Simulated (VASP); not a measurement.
Wanted: the native input for a VASP 6.6.1 run.

| Property | Result |
| --- | --- |
| Task | single point |
| Functional | PBE |
| Potentials or basis | VASP PAW PBE potentials, release 64 (Ir) |
| Cutoff | 520 eV |
| k mesh | 18 × 18 × 10 |
| Occupations | gaussian, width 0.15 eV |
| Spin | no spin polarisation |
| Dipole correction | no |
| Further INCAR settings | ALGO = Normal; EDIFF = 1e-06; NBANDS = 16 |

The structure of Ir lies in POSCAR:

```
Ir
1.0
    2.8760000000      0.0000000000      0.0000000000
   -1.4380000000      2.4906890613      0.0000000000
    0.0000000000      0.0000000000      4.5272000000
Ir
2
Direct
    0.6666666667      0.3333333333      0.7500000000
    0.3333333333      0.6666666667      0.2500000000
```

One way to write it, as run:

INCAR

```
PREC = Accurate
ENCUT = 520
EDIFF = 1E-6
ISMEAR = 0
SIGMA = 0.15
LREAL = F
LASPH = T
NELM = 100
ALGO = Normal
ISIF = 2
LWAVE = F
LCHARG = F
GGA = PE
NBANDS = 16
```

KPOINTS

```
Automatic mesh
0
Gamma
  18 18 10
```

Potentials or basis: VASP PAW PBE potentials, release 64 (Ir).

Launch:

```sh
$ cat potpaw_PBE.64/Ir/POTCAR > POTCAR
$ mpirun -np 1 vasp_std > vasp.out
```

It gave:

```
Pressure               : -27.4 GPa
Band gap on the k mesh : zero (band 9 reaches 9.05 eV, above the bottom of band 10 at 6.39 eV)
```

Caveat: spin-orbit coupling is left out, which moves the levels of the heavy elements.

Wall time 31 s on 1 thread of Intel(R) Xeon(R) 6975P-C (Granite Rapids), with other jobs on the host, peak memory 0.23 GiB.
